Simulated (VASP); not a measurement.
Here is a VASP 6.6.1 calculation.

Contents of POSCAR:

```
SiC
1.0
    0.0000000000      2.1781449855      2.1236913609
    2.1781449855      0.0000000000      2.1236913609
    2.1781449855      2.1781449855      0.0000000000
Si C
1 1
Direct
    0.0000000000      0.0000000000      0.0000000000
    0.7500000000      0.7500000000      0.7500000000
```

INCAR.step1

```
PREC = Accurate
ENCUT = 520
ISMEAR = 0
SIGMA = 0.05
LREAL = F
LASPH = T
NELM = 100
NBANDS = 11
GGA = PE
ALGO = Normal
EDIFF = 1E-4
LWAVE = T
LCHARG = F
```

Contents of INCAR.step2:

```
PREC = Accurate
ENCUT = 520
EDIFF = 1E-6
ISMEAR = 0
SIGMA = 0.05
LREAL = F
LASPH = T
NELM = 100
ALGO = Normal
ISIF = 2
LWAVE = F
LCHARG = F
METAGGA = R2SCAN
LMIXTAU = T
NBANDS = 11
ISTART = 1
```

Contents of KPOINTS:

```
Automatic mesh
0
Gamma
  10 10 10
```

Potentials or basis: VASP PAW PBE potentials, release 64 (Si, C).

Command:

```console
$ cat potpaw_PBE.64/Si/POTCAR potpaw_PBE.64/C/POTCAR > POTCAR
$ cp INCAR.step1 INCAR
$ mpirun -np 1 vasp_std > vasp.out
$ cp INCAR.step2 INCAR
$ mpirun -np 1 vasp_std > vasp.out
```

Q: Predict the pressure.

A: 5.8 GPa.

Q: Predict the band gap on the k mesh.

A: 1.43 eV, indirect (least direct gap 5.06 eV).

Stress tensor (GPa, compression positive):
```
 3.53  0.00  0.00
 0.00  3.53  0.00
 0.00  0.00 10.30
```

Caveat: the cell differs from its parent crystal (strain +0.000 along x and y, -0.025 along z); the PAW data sets were made with another functional, which shifts forces and pressure a little. A k mesh can miss the band edges.
